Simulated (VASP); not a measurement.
Crystal: Mg7Cd9Te16.

```xyz
64
Lattice="12.9341 0.0000 0.0000 0.0000 12.9341 0.0000 0.0000 0.0000 12.9341" Properties=species:S:1:pos:R:3 pbc="T T T"
Cd   12.9027   12.9256    0.0074
Cd    0.0102   12.9234    6.4558
Cd   12.9139    6.4884    6.4800
Cd    6.4414    6.4578    6.4743
Cd    3.2037    9.6949    0.0131
Cd    3.2395    9.6956    6.4574
Cd    9.7284    3.2098    6.4589
Cd    9.6961    9.7461    6.4566
Cd    3.2104    0.0051    3.2643
Cd    3.1971    6.4649    3.2584
Cd    3.2294    6.4801    9.7272
Cd    9.6539    0.0461    9.7043
Cd    0.0337    3.2658    3.2451
Cd   12.9317    3.2636    9.6783
Cd    0.0172    9.7265    3.2060
Cd    6.4752    3.2637    3.2166
Cd    6.4342    3.2327    9.6992
Cd    6.4832    9.7028    3.2426
Mg   12.9246    6.4765    0.0282
Mg    6.4712    0.0069   12.9306
Mg    6.4771   12.9234    6.4470
Mg    6.4792    6.4537    0.0031
Mg    3.2272    3.2136   12.9210
Mg    3.2365    3.2369    6.4574
Mg    9.6945    3.2599    0.0010
Mg    9.7212    9.6679    0.0038
Mg    3.2470    0.0191    9.6837
Mg    9.6943   12.9126    3.2161
Mg    9.7281    6.4954    3.2213
Mg    9.7046    6.4720    9.7223
Mg   12.9335    9.6907    9.7042
Mg    6.4894    9.7141    9.7257
Te    1.5943    1.6112    1.6088
Te    1.5934    1.6385    8.0769
Te    1.5814    8.0808    1.6579
Te    1.6355    8.0634    8.0666
Te    8.0785    1.6327    1.6184
Te    8.0902    1.5953    8.0792
Te    8.0720    8.0964    1.6041
Te    8.0960    8.0916    8.0947
Te    4.8779    4.8717    1.6149
Te    4.8709    4.8534    8.0784
Te    4.8399   11.3013    1.6726
Te    4.8432   11.3149    8.0936
Te   11.3313    4.8609    1.6390
Te   11.3084    4.8348    8.0513
Te   11.2993   11.3289    1.6418
Te   11.3354   11.3081    8.0789
Te    4.8576    1.5882    4.8563
Te    4.8492    1.6553   11.3041
Te    4.8876    8.0558    4.8493
Te    4.8349    8.1145   11.3308
Te   11.3158    1.6400    4.8696
Te   11.3288    1.6206   11.2981
Te   11.2962    8.1135    4.8413
Te   11.3399    8.0779   11.3009
Te    1.6177    4.8647    4.8706
Te    1.5860    4.8499   11.3346
Te    1.6511   11.3104    4.8268
Te    1.6220   11.3346   11.3232
Te    8.0821    4.8373    4.8568
Te    8.0481    4.8705   11.3382
Te    8.1120   11.3071    4.8482
Te    8.1075   11.2977   11.3160
```

| Item | Value |
| --- | --- |
| Program | VASP 6.6.1 |
| Task | relaxation of volume and atoms at fixed shape |
| Functional | PBEsol |
| Potentials or basis | VASP PAW PBE potentials, release 64 (Cd, Mg, Te) |
| Cutoff | 500 eV |
| k mesh | 1 × 1 × 1, shifted |
| Occupations | fermi-dirac, width 0.05 eV |
| Spin | no spin polarisation |

At the start: pressure 0.2 GPa; volume 33.81 Å³/atom.

Task: How do energy, volume and symmetry change on relaxing?

Result: Over 10 steps the energy falls by 4.1 meV/atom and the volume is 33.91 Å³/atom (+0.3 %); space group P1 (No. 1, to 0.1 Å) before and after.

The path:
```csv
step,energy change (eV),largest force (eV/Å),pressure (GPa),volume (Å³)
1,0.0000,0.5243,0.22,2163.78
2,-0.1557,0.2718,-0.08,2178.09
3,-0.2046,0.1289,-0.35,2192.16
4,-0.2430,0.0894,0.04,2169.06
5,-0.2430,0.0893,0.04,2169.08
6,-0.2512,0.0661,0.03,2169.49
7,-0.2584,0.0604,0.00,2170.36
8,-0.2617,0.0350,0.00,2170.05
9,-0.2634,0.0324,0.00,2169.62
10,-0.2645,0.0182,0.00,2170.15
```

Final structure:
```
CELL_PARAMETERS angstrom
12.94682 0.00000 0.00000
0.00000 12.94682 0.00000
0.00000 0.00000 12.94682
ATOMIC_POSITIONS crystal
Cd 0.99906 0.99977 0.99957
Cd 0.00040 0.00058 0.50065
Cd 0.99913 0.50187 0.50055
Cd 0.50149 0.49978 0.50186
Cd 0.24921 0.75111 0.00081
Cd 0.25208 0.75001 0.50139
Cd 0.75033 0.24907 0.49968
Cd 0.75023 0.75137 0.50133
Cd 0.25060 0.00178 0.25035
Cd 0.24984 0.49972 0.25023
Cd 0.25052 0.50067 0.75214
Cd 0.74906 0.00069 0.75116
Cd 0.00049 0.25150 0.25035
Cd 0.00075 0.25156 0.74965
Cd 0.99966 0.75130 0.24969
Cd 0.50059 0.25092 0.24935
Cd 0.50011 0.25052 0.75108
Cd 0.50179 0.75036 0.24970
Mg 0.99821 0.49972 0.00000
Mg 0.50024 0.00028 0.99948
Mg 0.49891 0.99844 0.49933
Mg 0.49945 0.50027 0.00031
Mg 0.25020 0.24934 0.99932
Mg 0.25008 0.24938 0.49966
Mg 0.74925 0.25105 0.00075
Mg 0.75063 0.74852 0.99872
Mg 0.25026 0.00065 0.74986
Mg 0.74905 0.00086 0.24850
Mg 0.74974 0.50049 0.24899
Mg 0.74969 0.50050 0.75121
Mg 0.00021 0.74960 0.75097
Mg 0.50028 0.75100 0.75053
Te 0.12507 0.12589 0.12376
Te 0.12690 0.12567 0.62528
Te 0.12323 0.62374 0.12381
Te 0.12476 0.62600 0.62644
Te 0.62520 0.12452 0.12309
Te 0.62286 0.12358 0.62359
Te 0.62606 0.62396 0.12314
Te 0.62532 0.62580 0.62793
Te 0.37431 0.37465 0.12257
Te 0.37330 0.37406 0.62461
Te 0.37594 0.87629 0.12459
Te 0.37643 0.87642 0.62718
Te 0.87361 0.37601 0.12453
Te 0.87311 0.37613 0.62567
Te 0.87189 0.87492 0.12406
Te 0.87631 0.87485 0.62724
Te 0.37617 0.12588 0.37668
Te 0.37411 0.12374 0.87603
Te 0.37619 0.62449 0.37483
Te 0.37698 0.62642 0.87583
Te 0.87447 0.12349 0.37307
Te 0.87372 0.12727 0.87553
Te 0.87283 0.62494 0.37370
Te 0.87574 0.62476 0.87439
Te 0.12543 0.37486 0.37716
Te 0.12490 0.37551 0.87787
Te 0.12587 0.87470 0.37521
Te 0.12481 0.87553 0.87269
Te 0.62632 0.37608 0.37405
Te 0.62562 0.37661 0.87652
Te 0.62577 0.87734 0.37497
Te 0.62430 0.87371 0.87677
```

Caveat: the PAW data sets were made with another functional, which shifts forces and pressure a little.
